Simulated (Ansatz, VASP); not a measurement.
# WC: VASP beside Ansatz

```
W C
1.0
     2.90050    0.00000    0.00000
    -1.45025    2.51191    0.00000
     0.00000    0.00000    2.82900
W C
1 1
Direct
  0.00000 0.00000 0.92047
  0.66667 0.33333 0.50000
```

Alike in both runs: task single point; functional r2SCAN; k mesh 18 × 18 × 16; occupations gaussian, width 0.15 eV; no spin polarisation.

```csv
,VASP,Ansatz
version,VASP 6.6.1,Ansatz 0.2.0
potentials or method,"VASP PAW PBE potentials, release 64 (W_sv, C), cutoff 520 eV","scalar-relativistic, plane waves, PAW"
valence electrons in the cell,18,18
```

```tsv
	VASP	Ansatz	Ansatz less VASP
gap on the k mesh at the Fermi level (eV)	none	none	-
pressure (GPa)	18.3	16.0	-2.26
traceless stress, the component that is largest in VASP (GPa)	2.16	2.07	-0.092
rms of the force components (eV/Å)	2.075	2.053	-0.0219
```

VASP's potentials were made for PBE, not for r2SCAN. Atom by atom the forces differ by 0.022 eV/Å (rms over components). A gap of «none» marks a metal or a gap that the smearing closes.

Neither program's run includes spin-orbit coupling.
